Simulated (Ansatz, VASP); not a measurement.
**NaHgBr3: VASP beside Ansatz**

```
Na Hg Br
1.0
     5.49439    0.00000    0.00000
     0.00000    5.49439    0.00000
     0.00000    0.00000    5.49439
Na Hg Br
1 1 3
Direct
  0.00000 0.00000 0.00000
  0.50000 0.50000 0.50000
  0.50000 0.50000 0.00000
  0.50000 0.00000 0.50000
  0.00000 0.50000 0.50000
```

Alike in both runs: task single point; functional r2SCAN; dispersion rVV10; k mesh 6 × 6 × 6; occupations fermi-dirac, width 0.03 eV; no spin polarisation.

```csv
,VASP,Ansatz
version,VASP 6.6.1,Ansatz 0.2.0
potentials or method,"VASP PAW PBE potentials, release 64 (Na_pv, Hg, Br)","plane waves, PAW"
plane-wave cutoff (eV),520,500
valence electrons in the cell,40,50
```

```tsv
	VASP	Ansatz	Ansatz less VASP
pressure (GPa)	0.3	0.0	-0.27
```

VASP's potentials were made for PBE, not for r2SCAN. VASP's potentials hold 40 valence electrons a cell and Ansatz's 50, so a difference there can come from the potentials and not from the codes.

Spin-orbit coupling is off throughout.
